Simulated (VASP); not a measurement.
Ru, 2 atoms in the cell. Symmetry: P2_1/m, No. 11, monoclinic system. Conventional cell: a = 2.674 Å, b = 4.227 Å, c = 2.674 Å, α = 90.00°, β = 120.00°, γ = 90.00°. Within 3.4 Å of Ru (site symmetry m) lie 12 Ru at 2.56 to 2.75 Å.  This cell differs from its parent crystal: atoms displaced along several vibrational modes.

* Program: VASP 6.6.1
* Task: single point
* Functional: LDA
* Potentials or basis: VASP PAW LDA potentials, release 64 (Ru_pv)
* Cutoff: 520 eV
* k mesh: 21 × 21 × 10
* Occupations: gaussian, width 0.15 eV
* Spin: no spin polarisation
* Dipole correction: no
* Further INCAR settings: ALGO = Fast; EDIFF = 1e-06; NBANDS = 21

Potentials or basis: VASP PAW LDA potentials, release 64 (Ru_pv).

Command:

```sh
$ cat potpaw_LDA.64/Ru_pv/POTCAR > POTCAR
$ mpirun -np 1 vasp_std > vasp.out
```

Hardware: 1 thread of Oxide Virtual Turin-like Processor, with other jobs on the host.

Q: How long does it take, and how much memory?

A: Run time: 5.2 min on 1 thread of Oxide Virtual Turin-like Processor (shared host), peak memory 0.58 GiB. Counts: scf iterations 12, k points 1326.
